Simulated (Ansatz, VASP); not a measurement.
# LiF in VASP and in Ansatz

```
CELL_PARAMETERS angstrom
0.00000 2.11470 2.11470
2.11470 0.00000 2.11470
2.11470 2.11470 0.00000
ATOMIC_POSITIONS crystal
Li 0.00000 0.00000 0.00000
F 0.50000 0.50000 0.50000
```

Change from the starting cell: strain +0.050 along x and y, +0.050 along z, atoms carried along.

Alike in both runs: task single point; functional PBE; k mesh 10 × 10 × 10; occupations gaussian, width 0.05 eV; no spin polarisation.

|  | VASP | Ansatz |
| --- | --- | --- |
| version | VASP 6.6.1 | Ansatz 0.2.0 |
| potentials or method | VASP PAW PBE potentials, release 64 (Li_sv, F), cutoff 520 eV | scalar-relativistic, plane waves, PAW |
| valence electrons in the cell | 10 | 10 |

```csv
,VASP,Ansatz,Ansatz less VASP
gap on the k mesh at the Fermi level (eV),7.90,7.90,+0.001
least direct gap on the mesh (eV),7.90,7.90,+0.001
```

Noted on VASP's run: the cutoff is short for stress, so the pressure is rough.
